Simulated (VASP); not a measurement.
# B (I-42m) in VASP: notebook, part 2 of 2

VASP 6.6.1. The steps go on from the part before.

### Step 3. Relaxation of cell and atoms, PBE

The input, INCAR:

```
SYSTEM = B
PREC     = Accurate       ! precision mode
ENCUT    = 600            ! plane-wave cutoff, eV
EDIFF    = 1E-6           ! SCF threshold, eV
ISMEAR   = 0              ! smearing method
SIGMA    = 0.1            ! smearing width, eV
LREAL    = .False.        ! projectors in reciprocal space
LASPH    = .True.         ! aspherical terms in the spheres
NELM     = 60             ! most SCF steps
ALGO     = Normal         ! electronic algorithm
ISIF     = 3              ! what is computed and relaxed
LWAVE    = .False.        ! write WAVECAR
LCHARG   = .False.        ! write CHGCAR
GGA      = PE             ! functional
IBRION   = 2              ! ionic algorithm
NSW      = 90             ! ionic steps
EDIFFG   = -0.04          ! ionic threshold
```

The input, KPOINTS:

```
regular mesh
0
Gamma
  6 6 6
  0 0 0
```

The input, POSCAR:

```
B
1.0
   -2.5214141300      2.5214141300      2.2658360000
    2.5214141300     -2.5214141300      2.2658360000
    2.5214141300      2.5214141300     -2.2658360000
B
8
Direct
    0.7554327700      0.1131968600      0.2321106300
    0.8810862300      0.5233221400      0.7678893700
    0.1131968600      0.7554327700      0.2321106300
    0.4766778600      0.2445672300      0.3577641000
    0.8868031400      0.1189137700      0.6422359000
    0.5233221400      0.8810862300      0.7678893700
    0.2445672300      0.4766778600      0.3577641000
    0.1189137700      0.8868031400      0.6422359000
```

Potentials or basis: VASP PAW PBE potentials, release 64 (B).

On the command line:

```console
$ cat potpaw_PBE.64/B/POTCAR > POTCAR
$ mpirun -np 1 vasp_std > vasp.out
```

OUTCAR:

```text
SYSTEM = B
   PREC = Accurate
   ENCUT = 600
   EDIFF = 1E-6
   ISMEAR = 0
   LREAL = .False.
   LASPH = .True.
   NELM = 60
   ISIF = 3
   GGA = PE
   IBRION = 2
   NSW = 90
   EDIFFG = -0.04

 ion  position               nearest neighbor table
   1  0.755  0.113  0.232-   5 1.65   4 1.65   6 1.66   7 1.76   2 2.16
   2  0.881  0.523  0.768-   4 1.65   5 1.65   3 1.66   8 1.76   1 2.16
   3  0.113  0.755  0.232-   8 1.65   7 1.65   2 1.66   4 1.76   6 2.16
   4  0.477  0.245  0.358-   2 1.65   1 1.65   7 1.66   3 1.76   5 2.16
   5  0.887  0.119  0.642-   1 1.65   2 1.65   8 1.66   6 1.76   4 2.16
   6  0.523  0.881  0.768-   7 1.65   8 1.65   1 1.66   5 1.76   3 2.16
   7  0.245  0.477  0.358-   6 1.65   3 1.65   4 1.66   1 1.76   8 2.16
   8  0.119  0.887  0.642-   3 1.65   6 1.65   5 1.66   2 1.76   7 2.16

[... 414 lines left out ...]
  ext. energy  EPLUGINS =         0.00000000
  ---------------------------------------------------
  free energy    TOTEN  =       -49.94655459 eV

  energy without entropy =      -49.93685211  energy(sigma->0) =      -49.94170335

 E-fermi :   5.5803     XC(G=0): -11.1769

 val. band max:        5.5031428278   @ k =   0.3333   0.3333  -0.0000
 cond. band min:       5.5951990031   @ k =   0.3333   0.3333  -0.0000
 fundamental gap:      0.0920561753
 Fermi energy:         5.5802988985

 k-point     1 :       0.0000    0.0000    0.0000
  band No.  band energies     occupation
      1     -10.7707      2.00000
      2      -2.6915      2.00000
      3      -2.6065      2.00000
      4      -2.6065      2.00000
      5      -2.4050      2.00000
      6      -1.5757      2.00000
[... 457 lines left out ...]
      4      -4.0000      2.00000
      5      -1.8962      2.00000
      6      -1.4770      2.00000
[... 9 lines left out ...]
     16      11.4972      0.00000
     17      12.3362      0.00000

 [... further k-points ...]
[... 5 lines left out ...]
  --------------------------------------------------------------------------------------
  -------------------------------------------------------------------------------------
  Total        0.1152906      0.1152906      0.1790271      0.0000000      0.0000000      0.0000000
  in kB        3.0224718      3.0224718      4.6933948      0.0000000      0.0000000      0.0000000
  external PRESSURE =       3.5794461 kB  Pullay stress =       0.0000000 kB
[... 23 lines left out ...]
  FREE ENERGIE OF THE ION-ELECTRON SYSTEM (eV)
  ---------------------------------------------------
  free  energy   TOTEN  =       -49.9465545873 eV

  energy  without entropy=      -49.9368521101  energy(sigma->0) =      -49.94170335

 reached required accuracy - stopping structural energy minimisation
```

It took 8.7 min on 1 thread of Intel Xeon 6975P-C (Granite Rapids), shared host; peak memory 0.2 GiB.

What came out:

| Property | Result |
| --- | --- |
| Free energy | -49.9466 eV |
| Relaxed volume | 7.64 Å³/atom |
| Relaxed cell | a = 4.439 Å, b = 4.439 Å, c = 4.439 Å, α = 100.52°, β = 100.52°, γ = 129.40° |
| Space group after relaxing (to 0.1 Å) | P4_2/mmc (No. 131) |
| Energy gained by relaxing | 741.8 meV/atom |
| Ionic steps | 27 |
| Pressure after relaxing | 0.4 GPa |
| Largest force after relaxing | 0.025 eV/Å |
| Band gap on the k mesh | zero (bands 12 and 13 overlap by 0.61 eV) |

Forces in eV/Å, atoms in the order of the input:
```
B   -0.021  0.008 -0.011
B    0.021 -0.008 -0.011
B    0.008 -0.021 -0.011
B   -0.008 -0.021  0.011
B    0.008  0.021  0.011
B   -0.008  0.021 -0.011
B   -0.021 -0.008  0.011
B    0.021  0.008  0.011
```

Stress tensor (GPa, compression positive):
```
0.30 0.00 0.00
0.00 0.30 0.00
0.00 0.00 0.47
```

Step by step:
```csv
step,energy change (eV),largest force (eV/Å),pressure (GPa),volume (Å³)
1,0.0000,1.7677,34.02,57.62
2,-0.7416,1.3950,-8.93,71.30
3,-1.0847,0.8280,2.97,65.45
4,-1.2578,0.7266,-2.93,67.78
5,-1.2682,0.8219,-4.38,68.46
6,-1.4372,0.9185,-4.19,68.58
7,-1.9712,1.1546,-4.68,68.92
8,-2.9741,1.5002,-8.75,69.55
9,-4.1715,1.5188,-18.61,70.52
10,-4.2789,1.4329,-17.82,70.05
11,-4.3736,1.3634,-16.05,69.23
12,-4.5033,1.2795,-15.24,68.67
13,-4.8514,1.0097,-12.43,66.99
14,-5.3179,0.6345,-4.99,63.73
15,-4.9768,2.7065,19.11,57.49
16,-5.4158,0.9220,0.63,61.87
17,-5.5392,0.7387,1.33,61.46
18,-5.6819,0.6698,4.97,60.22
19,-5.6872,0.6124,4.10,60.43
20,-5.7598,0.4787,2.18,60.86
21,-5.8634,0.2417,-2.76,62.15
22,-5.9199,0.1191,-1.62,61.72
23,-5.9304,0.0938,-0.74,61.45
24,-5.9304,0.0915,-0.79,61.46
25,-5.9328,0.0646,0.01,61.22
26,-5.9333,0.0636,0.54,61.06
27,-5.9346,0.0250,0.36,61.11
```

Final structure:
```yaml
crystal:
  lattice:
    - [-2.83782, 2.83782, 1.89720]
    - [2.83782, -2.83782, 1.89720]
    - [2.83782, 2.83782, -1.89720]
  atoms:
    - { symbol: B, position: [0.73184, 0.23264, 0.21387] }
    - { symbol: B, position: [0.01877, 0.51797, 0.78613] }
    - { symbol: B, position: [0.23264, 0.73184, 0.21387] }
    - { symbol: B, position: [0.48203, 0.26816, 0.50080] }
    - { symbol: B, position: [0.76736, 0.98123, 0.49920] }
    - { symbol: B, position: [0.51797, 0.01877, 0.78613] }
    - { symbol: B, position: [0.26816, 0.48203, 0.50080] }
    - { symbol: B, position: [0.98123, 0.76736, 0.49920] }
```

Levels at points of the mesh, in eV from the Fermi level:
| k point | band 8 | band 9 | band 10 | band 11 | band 12 | band 13 | band 14 | band 15 | band 16 | band 17 |
| --- | --- | --- | --- | --- | --- | --- | --- | --- | --- | --- |
| (0.00, 0.00, 0.00) | -5.91 | -5.91 | -2.47 | -1.63 | -1.63 | 2.59 | 2.62 | 4.61 | 4.61 | 6.28 |
| (0.50, 0.00, 0.00) | -3.08 | -2.91 | -2.90 | -1.90 | -1.88 | 2.38 | 2.38 | 6.24 | 6.29 | 6.35 |
| (0.50, 0.50, 0.00) | -4.75 | -2.91 | -2.84 | -1.90 | -0.86 | 3.25 | 3.68 | 4.03 | 4.68 | 5.18 |
| (0.50, 0.50, 0.50) | -3.30 | -1.84 | -1.84 | -1.00 | -0.99 | 3.96 | 4.00 | 4.11 | 4.11 | 4.76 |
